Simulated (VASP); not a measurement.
Runs of VASP 6.6.1 on Ca3Y. The structure is that of space group I4/mmm (No. 139), or close to it. The cells are those of the table. 

```tsv
cell	gap on the mesh (eV)	pressure (GPa)
a = 6.833 Å, angles 132.3, 132.3, 69.8°, 4 atoms	none	-3.4
a = 6.660 Å, angles 132.3, 132.3, 69.8°, 4 atoms	none	-2.3
a = 6.477 Å, angles 132.3, 132.3, 69.8°, 4 atoms	none	-0.7
a = 6.600 Å, angles 132.3, 132.3, 69.8°, 4 atoms	none	(b)
a = 6.539 Å, angles 132.3, 132.3, 69.8°, 4 atoms	none	-1.3
a = 6.776 Å, angles 132.3, 132.3, 69.8°, 4 atoms	none	(a)
a = 6.718 Å, angles 132.3, 132.3, 69.8°, 4 atoms	none	-2.7
```

Alike in all rows: task single point; level LDA; potentials or basis VASP PAW LDA potentials, release 64 (Ca_sv, Y_sv); no spin polarisation; k mesh 6 × 6 × 6; cutoff (eV) 520; smearing methfessel-paxton 0.1 eV.

Question: Estimate the missing entries.

Answer: (a) -3.1; (b) -1.8.

Caveats: the cell stands under tension (at least some runs).

A k mesh can miss the band edges, and the runs leave out spin-orbit coupling on Y.

A gap of «none» marks levels without a gap at the run's occupations.
